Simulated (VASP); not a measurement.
Ti:

```
CELL_PARAMETERS angstrom
0.00000 2.03000 2.03000
2.03000 0.00000 2.03000
2.03000 2.03000 0.00000
ATOMIC_POSITIONS crystal
Ti 0.00000 0.00000 0.00000
```

- Program: VASP 6.6.1
- Task: relaxation of cell and atoms
- Functional: r2SCAN
- Potentials or basis: VASP PAW PBE potentials, release 64 (Ti_sv)
- Cutoff: 600 eV
- k mesh: 18 × 18 × 18
- Occupations: gaussian, width 0.1 eV
- Spin: no spin polarisation

At the start: pressure 4.9 GPa; volume 16.73 Å³/atom.

Task: How do energy, volume and symmetry change on relaxing?

Result: Over 18 steps the energy falls by 10.4 meV/atom and the volume is 17.45 Å³/atom (+4.3 %); space group Fm-3m (No. 225, to 0.05 Å).

The path:
```tsv
step	energy change (eV)	largest force (eV/Å)	pressure (GPa)	volume (Å³)
1	0.0000	0.0000	4.89	16.73
2	-0.0044	0.0000	-3.35	18.00
3	-0.0104	0.0000	-0.07	17.44
4	-0.0104	0.0000	0.06	17.42
5	-0.0104	0.0000	0.07	17.42
6	-0.0104	0.0000	0.08	17.42
7	-0.0104	0.0000	0.07	17.42
8	-0.0104	0.0000	0.07	17.42
9	-0.0104	0.0000	0.07	17.42
10	-0.0104	0.0000	0.07	17.42
11	-0.0104	0.0000	0.07	17.42
12	-0.0104	0.0000	0.07	17.42
13	-0.0104	0.0000	0.08	17.42
14	-0.0104	0.0000	0.07	17.43
15	-0.0104	0.0000	0.07	17.43
16	-0.0104	0.0000	0.05	17.43
17	-0.0104	0.0000	0.05	17.44
18	-0.0104	0.0000	0.02	17.45
```

Final structure:
```
CELL_PARAMETERS angstrom
0.00000 2.05861 2.05861
2.05861 0.00000 2.05861
2.05861 2.05861 0.00000
ATOMIC_POSITIONS crystal
Ti 0.00000 0.00000 0.00000
```

Caveat: the PAW data sets were made with another functional, which shifts forces and pressure a little.
